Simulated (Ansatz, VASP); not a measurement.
# One calculation of BaTe, two programs

```xyz
2
Lattice="0.0000 3.4100 3.4100 3.4100 0.0000 3.4100 3.4100 3.4100 0.0000" Properties=species:S:1:pos:R:3 pbc="T T T"
Ba    0.0000    0.0000    0.0000
Te    3.4100    3.4100    3.4100
```

Alike in both runs: functional LDA; k mesh 7 × 7 × 7; occupations fermi-dirac, width 0.05 eV; no spin polarisation.

|  | VASP | Ansatz |
| --- | --- | --- |
| version | VASP 6.6.1 | Ansatz 0.2.0 |
| potentials or method | VASP PAW LDA potentials, release 64 (Ba_sv, Te), cutoff 520 eV | all-electron LAPW, scalar-relativistic |
| task | single point | band structure |

Ansatz gave:

```
gap on the k mesh at the Fermi level (eV) : 1.36
least direct gap on the mesh (eV)         : 1.71
pressure (GPa)                            : 0.8
```

Estimate VASP's values.

gap on the k mesh at the Fermi level (eV): 1.26; least direct gap on the mesh (eV): 1.64; pressure (GPa): 1.2.

LDA's correlation is that of Perdew and Zunger in VASP and of Perdew and Wang (1992) in Ansatz. Ansatz ran all-electron here, and VASP with PAW potentials.

Spin-orbit coupling is off throughout.
